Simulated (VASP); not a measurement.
# B (P6_222) in VASP: a series of runs

B is run at these levels: PBE; tasks: single point, relaxation of cell and atoms.

All numbers are computed with VASP 6.6.1; they aren't measurements. Logs are shortened: lines on timing, memory, paths and dates and some standing lists are left out, and cuts for length are marked.

**1. The cell of the first run**

Symmetry: P6_222, No. 180, hexagonal system. The conventional cell has a = 3.228 Å, b = 3.228 Å, c = 6.647 Å, α = 90.00°, β = 90.00°, γ = 120.00°. B (site symmetry 2) has 8 B at 1.73 to 2.28 Å within 2.3 Å. Within 2.3 Å of B (site symmetry 222) lie 10 B at 1.73 to 2.28 Å.

**2. Single point, PBE**

The input, INCAR:

```
  PREC = Accurate
  ENCUT = 520
  EDIFF = 1E-6
  ISMEAR = 0
  SIGMA = 0.1
  LREAL = F
  LASPH = T
  NELM = 80
  ALGO = Normal
  ISIF = 2
  LWAVE = F
  LCHARG = T
  GGA = PE
  LELF = T
  LVHAR = T
  NBANDS = 24
```

The input, KPOINTS:

```
Automatic mesh
0
Gamma
  12 12 6
```

The input, POSCAR:

```
B
1.0
    3.2283397108      0.0000000000      0.0000000000
   -1.6141698554      2.7958242016      0.0000000000
    0.0000000000      0.0000000000      6.6474483589
B
9
Direct
    0.5000000000      0.5000000000      0.0746168640
    0.5000000000      0.0000000000      0.7412835307
    0.0000000000      0.5000000000      0.4079501974
    0.5000000000      0.5000000000      0.5920498026
    0.5000000000      0.0000000000      0.2587164693
    0.0000000000      0.5000000000      0.9253831360
    0.0000000000      0.0000000000      0.5000000000
    0.0000000000      0.0000000000      0.1666666667
    0.0000000000      0.0000000000      0.8333333333
```

Potentials or basis: VASP PAW PBE potentials, release 64 (B).

On the command line:

```sh
$ cat potpaw_PBE.64/B/POTCAR > POTCAR
$ mpirun -np 1 vasp_std > vasp.out
```

OUTCAR:

```text
PREC = Accurate
   ENCUT = 520
   EDIFF = 1E-6
   ISMEAR = 0
   LREAL = F
   LASPH = T
   NELM = 80
   ISIF = 2
   GGA = PE

 ion  position               nearest neighbor table
   1  0.500  0.500  0.075-   8 1.73   8 1.73   6 1.89   6 1.89   5 2.03   5 2.03
   2  0.500  0.000  0.741-   9 1.73   9 1.73   4 1.89   4 1.89   6 2.03   6 2.03
   3  0.000  0.500  0.408-   7 1.73   7 1.73   5 1.89   5 1.89   4 2.03   4 2.03
   4  0.500  0.500  0.592-   7 1.73   7 1.73   2 1.89   2 1.89   3 2.03   3 2.03
   5  0.500  0.000  0.259-   8 1.73   8 1.73   3 1.89   3 1.89   1 2.03   1 2.03
   6  0.000  0.500  0.925-   9 1.73   9 1.73   1 1.89   1 1.89   2 2.03   2 2.03
   7  0.000  0.000  0.500-   3 1.73   4 1.73   3 1.73   4 1.73
   8  0.000  0.000  0.167-   5 1.73   5 1.73   1 1.73   1 1.73
   9  0.000  0.000  0.833-   2 1.73   2 1.73   6 1.73   6 1.73

  LATTYP: Found a hexagonal cell.
 ALAT       =     3.2283397108
 C/A-ratio  =     2.0590919650

  Lattice vectors:

 A1 = (   3.2283397108,   0.0000000000,   0.0000000000)
 A2 = (  -1.6141698554,   2.7958242016,   0.0000000000)
 A3 = (   0.0000000000,   0.0000000000,   6.6474483589)

Analysis of symmetry for initial positions (statically):
=====================================================================
 Subroutine PRICEL returns:
 Original cell was already a primitive cell.

 Routine SETGRP: Setting up the symmetry group for a
 hexagonal supercell.

 Subroutine GETGRP returns: Found 12 space group operations
 (whereof  4 operations were pure point group operations)
 out of a pool of 24 trial point group operations.

The static configuration has the point symmetry D_2 .
 The point group associated with its full space group is D_6 .

Analysis of symmetry for dynamics (positions and initial velocities):
=====================================================================
 Subroutine PRICEL returns:
 Original cell was already a primitive cell.

 Routine SETGRP: Setting up the symmetry group for a
 hexagonal supercell.

 Subroutine GETGRP returns: Found 12 space group operations
 (whereof  4 operations were pure point group operations)
 out of a pool of 24 trial point group operations.

The dynamic configuration has the point symmetry D_2 .
 The point group associated with its full space group is D_6 .
[... 115 lines left out ...]
   EDIFFG = 0.1E-04   stopping-criterion for IOM
   NSW    =      0    number of steps for IOM
   IBRION =     -1    ionic relax: 0-MD 1-quasi-New 2-CG
   NFREE  =      0    steps in history (QN), initial steepest desc. (CG)
   ISIF   =      2    stress and relaxation
   ISYM   =      2    0-nonsym 1-usesym 2-fastsym
   POTIM  = 0.5000    time-step for ionic-motion
   TEBEG  =    0.0;   TEEND  =   0.0 temperature during run
   PSTRESS=    0.0 pullay stress
   NELECT =      27.0000    total number of electrons
   NUPDOWN=      -1.0000    fix difference up-down
   EMIN   =  10.00;   EMAX   =-10.00  energy-range for DOS
   EFERMI =   0.00;   METHOD = LEGACY
   ISMEAR =     0;   SIGMA  =   0.10  broadening in eV -4-tet -1-fermi 0-gaus
   EFERMI_NEDOS =   21; number of points for ismear=-14 and -15
   IALGO  =     38    algorithm
   IMIX   =      4    mixing-type and parameters
     AMIX     =   0.40;   BMIX     =  1.00
     AMIX_MAG =   1.60;   BMIX_MAG =  1.00
  volume/ion in A,a.u.               =       6.67        44.99
  Fermi-wavevector in a.u.,A,eV,Ry     =   1.254531  2.370720 21.413503  1.573848
  Thomas-Fermi vector in A             =   2.388331
   LORBIT       =      0    0 simple, 1 ext, 2 COOP (PROOUT), +10 PAW based schemes
   GGA     = PE    functional components
   LHFCALC =     F    Hartree Fock is set to
   AEXX    =    0.0000 exact exchange contribution
   IVDW    =     0    specifies the selected vdW correction
   LEPSILON=     F    determine dielectric tensor
   LRPA    =     F    only Hartree local field effects (RPA)
 non-spin polarized calculation
 Gauss-broadening in eV      SIGMA  =   0.10
  energy-cutoff  :      520.00
  volume of cell :       60.00
 maximum number of plane-waves:      1644
   NGX = 13   NGY = 13   NGZ = 25

 number of electron      27.0000000 magnetization

 Free energy of the ion-electron system (eV)
  ---------------------------------------------------
  ext. energy  EPLUGINS =         0.00000000
  ---------------------------------------------------
  free energy    TOTEN  =       -53.30888775 eV

  energy without entropy =      -53.29325495  energy(sigma->0) =      -53.30107135

 E-fermi :   8.2022     XC(G=0): -12.2937

 val. band max:        8.1744549402   @ k =   0.4167   0.1667   0.1667
 cond. band min:       8.2053670818   @ k =   0.0000   0.0000   0.1667
 fundamental gap:      0.0309121416
 Fermi energy:         8.2021993395

 k-point     1 :       0.0000    0.0000    0.0000
  band No.  band energies     occupation
      1      -8.8930      2.00000
      2      -6.1731      2.00000
      3      -6.1731      2.00000
      4       1.6920      2.00000
      5       1.6920      2.00000
      6       2.2329      2.00000
[... 637 lines left out ...]
     23      16.1797      0.00000
     24      16.5041      0.00000

 [... further k-points ...]

------------------------ aborting loop because EDIFF is reached ----------------------------------------

  FORCE on cell =-STRESS in cart. coord.  units (eV):
  Direction    XX          YY          ZZ          XY          YZ          ZX
  --------------------------------------------------------------------------------------
  -------------------------------------------------------------------------------------
  Total        0.0057513      0.0057513     -0.0345481      0.0000000      0.0000000      0.0000000
  in kB        0.1535794      0.1535794     -0.9225514      0.0000000      0.0000000      0.0000000
  external PRESSURE =      -0.2051309 kB  Pullay stress =       0.0000000 kB

 VOLUME and BASIS-vectors are now :
 -----------------------------------------------------------------------------
  energy-cutoff  :      520.00
  volume of cell :       60.00
      direct lattice vectors                 reciprocal lattice vectors
     3.228339711  0.000000000  0.000000000     0.309756745  0.178838140  0.000000000
    -1.614169855  2.795824202  0.000000000     0.000000000  0.357676280  0.000000000
     0.000000000  0.000000000  6.647448359     0.000000000  0.000000000  0.150433662

 POSITION                                       TOTAL-FORCE (eV/Angst)
 -----------------------------------------------------------------------------------
      0.80708      1.39791      0.49601        -0.000000      0.000000     -0.002302
      1.61417      0.00000      4.92764        -0.000000     -0.000000     -0.002302
     -0.80708      1.39791      2.71183        -0.000000      0.000000     -0.002302
      0.80708      1.39791      3.93562        -0.000000     -0.000000      0.002302
      1.61417      0.00000      1.71980         0.000000      0.000000      0.002302
     -0.80708      1.39791      6.15144         0.000000      0.000000      0.002302
      0.00000      0.00000      3.32372         0.000000      0.000000     -0.000000
      0.00000      0.00000      1.10791         0.000000     -0.000000     -0.000000
      0.00000      0.00000      5.53954         0.000000      0.000000     -0.000000
 -----------------------------------------------------------------------------------
    total drift:                               -0.000000     -0.000000     -0.000000

  FREE ENERGIE OF THE ION-ELECTRON SYSTEM (eV)
  ---------------------------------------------------
  free  energy   TOTEN  =       -53.3088877527 eV

  energy  without entropy=      -53.2932549524  energy(sigma->0) =      -53.30107135
```

Run time: 32 s. Hardware: 1 thread of Intel Xeon 6975P-C (Granite Rapids), shared host; peak memory 0.21 GiB.

Results:

```yaml
Free_energy: -53.3089 eV
Pressure: 0.0 GPa
```

Forces in eV/Å, atoms in the order of the input:
```
B    0.000  0.000 -0.002
B    0.000  0.000 -0.002
B    0.000  0.000 -0.002
B    0.000  0.000  0.002
B    0.000  0.000  0.002
B    0.000  0.000  0.002
B    0.000  0.000  0.000
B    0.000  0.000  0.000
B    0.000  0.000  0.000
```

Levels at points of the mesh, in eV from the Fermi level:
```csv
k point,band 10,band 11,band 12,band 13,band 14,band 15,band 16,band 17
"(0.00, 0.00, 0.00)",-3.30,-3.30,0.50,0.50,0.53,0.95,2.20,2.92
"(0.50, 0.00, 0.00)",-4.41,-4.03,-3.37,-2.12,-1.43,-0.91,-0.20,3.52
"(0.00, 0.00, 0.50)",-2.95,-1.59,-1.59,0.38,0.38,2.24,2.24,3.16
"(0.50, 0.00, 0.50)",-5.36,-4.97,-4.72,-1.46,0.32,1.82,1.92,2.38
```

**3. Relaxation of cell and atoms, PBE**

This run uses another cell than the first one, of 7.10 Å³/atom, 1.066 times its volume.

The input, INCAR:

```
  PREC = Accurate
  ENCUT = 600
  EDIFF = 1E-6
  ISMEAR = 0
  SIGMA = 0.1
  LREAL = False
  LASPH = True
  NELM = 60
  ALGO = Normal
  ISIF = 3
  LWAVE = False
  LCHARG = False
  GGA = PE
  IBRION = 2
  NSW = 100
  EDIFFG = -0.01
```

KPOINTS is that of step 2.

The input, POSCAR:

```
B
1.0
    3.0923761181      0.0000000000      0.0000000000
   -1.5461880590      2.6780762763      0.0000000000
    0.0000000000      0.0000000000      7.7207948277
B
9
Direct
    0.5000000000      0.5000000000      0.0565873962
    0.5000000000      0.0000000000      0.7232540629
    0.0000000000      0.5000000000      0.3899207295
    0.5000000000      0.5000000000      0.6100792705
    0.5000000000      0.0000000000      0.2767459371
    0.0000000000      0.5000000000      0.9434126038
    0.0000000000      0.0000000000      0.5000000000
    0.0000000000      0.0000000000      0.1666666667
    0.0000000000      0.0000000000      0.8333333333
```

Potentials or basis: VASP PAW PBE potentials, release 64 (B).

On the command line:

```sh
$ cat potpaw_PBE.64/B/POTCAR > POTCAR
$ mpirun -np 1 vasp_std > vasp.out
```

OUTCAR:

```text
PREC = Accurate
   ENCUT = 600
   EDIFF = 1E-6
   ISMEAR = 0
   LREAL = False
   LASPH = True
   NELM = 60
   ISIF = 3
   GGA = PE
   IBRION = 2
   NSW = 100
   EDIFFG = -0.01

 ion  position               nearest neighbor table
   1  0.500  0.500  0.057-   8 1.76   8 1.76   6 1.78   6 1.78
   2  0.500  0.000  0.723-   9 1.76   9 1.76   4 1.78   4 1.78
   3  0.000  0.500  0.390-   7 1.76   7 1.76   5 1.78   5 1.78
   4  0.500  0.500  0.610-   7 1.76   7 1.76   2 1.78   2 1.78
   5  0.500  0.000  0.277-   8 1.76   8 1.76   3 1.78   3 1.78
   6  0.000  0.500  0.943-   9 1.76   9 1.76   1 1.78   1 1.78
   7  0.000  0.000  0.500-   3 1.76   3 1.76   4 1.76   4 1.76
   8  0.000  0.000  0.167-   5 1.76   5 1.76   1 1.76   1 1.76
   9  0.000  0.000  0.833-   2 1.76   2 1.76   6 1.76   6 1.76

  LATTYP: Found a hexagonal cell.
 ALAT       =     3.0923761181
 C/A-ratio  =     2.4967192000

  Lattice vectors:

 A1 = (   3.0923761181,   0.0000000000,   0.0000000000)
 A2 = (  -1.5461880590,   2.6780762763,   0.0000000000)
 A3 = (   0.0000000000,   0.0000000000,   7.7207948277)

Analysis of symmetry for initial positions (statically):
=====================================================================
 Subroutine PRICEL returns:
 Original cell was already a primitive cell.
[... 312 lines left out ...]

  energy  without entropy=      -53.0626037820  energy(sigma->0) =      -53.07065878

[... ionic steps 4 to 20 ...]

--------------------------------------- Ionic step       21  -------------------------------------------

 number of electron      27.0000000 magnetization

------------------------ aborting loop because EDIFF is reached ----------------------------------------
[... 81 lines left out ...]
--------------------------------------- Ionic step       23  -------------------------------------------

 number of electron      27.0000000 magnetization

 Free energy of the ion-electron system (eV)
  ---------------------------------------------------
  ext. energy  EPLUGINS =         0.00000000
  ---------------------------------------------------
  free energy    TOTEN  =       -53.31714680 eV

  energy without entropy =      -53.30148334  energy(sigma->0) =      -53.30931507

 E-fermi :   8.1977     XC(G=0): -12.2930

 val. band max:        8.1769093670   @ k =   0.4167   0.1667   0.1667
 cond. band min:       8.2001342537   @ k =   0.1667   0.0000   0.5000
 fundamental gap:      0.0232248867
 Fermi energy:         8.1976783324

 k-point     1 :       0.0000    0.0000    0.0000
  band No.  band energies     occupation
      1      -8.8930      2.00000
      2      -6.1781      2.00000
      3      -6.1781      2.00000
      4       1.6743      2.00000
      5       1.6743      2.00000
      6       2.2427      2.00000
[... 481 lines left out ...]
      5      -0.6491      2.00000
      6       0.6325      2.00000
[... 10 lines left out ...]
     17      11.6327      0.00000
     18      12.6764      0.00000

 [... further k-points ...]

------------------------ aborting loop because EDIFF is reached ----------------------------------------

  FORCE on cell =-STRESS in cart. coord.  units (eV):
  Direction    XX          YY          ZZ          XY          YZ          ZX
  --------------------------------------------------------------------------------------
  -------------------------------------------------------------------------------------
  Total        0.0361397      0.0361397     -0.0529910      0.0000000      0.0000000      0.0000000
  in kB        0.9649576      0.9649576     -1.4149007      0.0000000      0.0000000      0.0000000
  external PRESSURE =       0.1716715 kB  Pullay stress =       0.0000000 kB
[... 24 lines left out ...]
  FREE ENERGIE OF THE ION-ELECTRON SYSTEM (eV)
  ---------------------------------------------------
  free  energy   TOTEN  =       -53.3171467968 eV

  energy  without entropy=      -53.3014833406  energy(sigma->0) =      -53.30931507

 reached required accuracy - stopping structural energy minimisation
```

CONTCAR:

```text
B
   1.00000000000000
     3.2271060927890316    0.0000000000023040   -0.0000000000000000
    -1.6135530463403420    2.7947558570269702   -0.0000000000000000
     0.0000000000000000   -0.0000000000000000    6.6531892596028337
  B
     9
Direct
     0.5000000000000000    0.5000000000000000    0.0744140301652004
     0.5000000000000000    0.0000000000000000    0.7410806968651964
     0.0000000000000000    0.5000000000000000    0.4077473634651974
     0.5000000000000000    0.5000000000000000    0.5922526365348024
     0.5000000000000000    0.0000000000000000    0.2589193031348038
     0.0000000000000000    0.5000000000000000    0.9255859698347995
     0.0000000000000000    0.0000000000000000    0.5000000000000000
     0.0000000000000000    0.0000000000000000    0.1666666667000030
     0.0000000000000000    0.0000000000000000    0.8333333332999970

  0.00000000E+00  0.00000000E+00  0.00000000E+00
  0.00000000E+00  0.00000000E+00  0.00000000E+00
  0.00000000E+00  0.00000000E+00  0.00000000E+00
  0.00000000E+00  0.00000000E+00  0.00000000E+00
  0.00000000E+00  0.00000000E+00  0.00000000E+00
  0.00000000E+00  0.00000000E+00  0.00000000E+00
  0.00000000E+00  0.00000000E+00  0.00000000E+00
  0.00000000E+00  0.00000000E+00  0.00000000E+00
  0.00000000E+00  0.00000000E+00  0.00000000E+00
```

It took 9 min on 1 thread of Intel Xeon 6975P-C (Granite Rapids), shared host; peak memory 0.24 GiB.

Results:

```yaml
Free_energy: -53.3171 eV
Relaxed_volume: 6.67 Å³/atom
Relaxed_cell: a = 3.227 Å, b = 3.227 Å, c = 6.653 Å, α = 90.00°, β = 90.00°, γ = 120.00°
Space_group_after_relaxing_to_0.05_Å: P6_222 (No. 180)
Energy_gained_by_relaxing: 31.7 meV/atom
Ionic_steps: 23
Pressure_after_relaxing: 0.0 GPa
Largest_force_after_relaxing: 0.007 eV/Å
```

Forces on the atoms (eV/Å):
```
B    0.000  0.000  0.007
B    0.000  0.000  0.007
B    0.000  0.000  0.007
B    0.000  0.000 -0.007
B    0.000  0.000 -0.007
B    0.000  0.000 -0.007
B    0.000  0.000  0.000
B    0.000  0.000  0.000
B    0.000  0.000  0.000
```

Stress tensor (GPa, compression positive):
```
 0.10  0.00  0.00
 0.00  0.10  0.00
 0.00  0.00 -0.14
```

Step by step:
```tsv
step	energy change (eV)	largest force (eV/Å)	pressure (GPa)	volume (Å³)
1	0.0000	0.0940	-0.06	63.94
2	-0.0145	0.1175	-0.59	63.91
3	-0.0471	0.1603	-2.26	63.81
4	-0.0869	0.2884	-5.69	63.48
5	-0.0956	0.3440	-11.74	62.34
6	-0.0871	0.3420	-6.50	63.38
7	-0.1322	0.3979	-9.51	62.92
8	-0.1325	0.3831	-10.63	62.65
9	-0.1350	0.3981	-9.78	62.87
10	-0.1381	0.3951	-9.77	62.82
11	-0.1464	0.3854	-9.74	62.68
12	-0.1575	0.3633	-9.65	62.41
13	-0.1563	0.3166	-9.50	61.84
14	-0.1604	0.3416	-9.58	62.15
15	-0.1727	0.3329	-9.00	61.98
16	-0.2053	0.3064	-7.21	61.50
17	-0.2511	0.2510	-3.46	60.54
18	-0.2604	0.1247	4.86	58.65
19	-0.2704	0.1806	1.21	59.45
20	-0.2729	0.1646	1.10	59.49
21	-0.2791	0.1172	0.78	59.64
22	-0.2853	0.0289	0.17	59.93
23	-0.2856	0.0072	0.02	60.00
```

Final structure:
```
CELL_PARAMETERS angstrom
3.22711 0.00000 0.00000
-1.61355 2.79476 0.00000
0.00000 0.00000 6.65319
ATOMIC_POSITIONS crystal
B 0.50000 0.50000 0.07441
B 0.50000 0.00000 0.74108
B 0.00000 0.50000 0.40775
B 0.50000 0.50000 0.59225
B 0.50000 0.00000 0.25892
B 0.00000 0.50000 0.92559
B 0.00000 0.00000 0.50000
B 0.00000 0.00000 0.16667
B 0.00000 0.00000 0.83333
```

Levels at points of the mesh, in eV from the Fermi level:
```csv
k point,band 9,band 10,band 11,band 12,band 13,band 14,band 15,band 16,band 17,band 18
"(0.00, 0.00, 0.00)",-3.45,-3.29,-3.29,0.51,0.51,0.54,0.95,2.22,2.93,2.93
"(0.50, 0.00, 0.00)",-5.54,-4.41,-4.02,-3.38,-2.12,-1.44,-0.90,-0.21,3.51,4.94
"(0.00, 0.00, 0.50)",-2.94,-2.94,-1.60,-1.60,0.39,0.39,2.25,2.25,3.15,3.51
"(0.50, 0.00, 0.50)",-6.14,-5.36,-4.96,-4.71,-1.45,0.31,1.83,1.91,2.35,2.80
```
